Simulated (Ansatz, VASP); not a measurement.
**CaO in VASP and in Ansatz**

```xyz
2
Lattice="0.0665 2.4640 2.4640 2.4640 0.0665 2.4640 2.4640 2.4640 0.0665" Properties=species:S:1:pos:R:3 pbc="T T T"
Ca    0.0000    0.0000    0.0000
O     2.4973    2.4973    2.4973
```

Change from the starting cell: shear_111 strain +4.2%.

Alike in both runs: task single point; functional PBE; k mesh 10 × 10 × 10; occupations fermi-dirac, width 0.02 eV; no spin polarisation.

|  | VASP | Ansatz |
| --- | --- | --- |
| version | VASP 6.6.1 | Ansatz 0.2.0 |
| potentials or method | VASP PAW PBE potentials, release 64 (Ca_sv, O) | plane waves, PAW |
| plane-wave cutoff (eV) | 520 | 420 |
| valence electrons in the cell | 16 | 16 |

|  | VASP | Ansatz | Ansatz less VASP |
| --- | --- | --- | --- |
| gap on the k mesh at the Fermi level (eV) | 3.58 | 3.60 | +0.017 |
| pressure (GPa) | -1.4 | -1.9 | -0.51 |
| traceless stress, the component that is largest in VASP (GPa) | -2.18 | -2.19 | -0.014 |

The functional is the same, so the differences come from potentials, cutoffs and numerics.
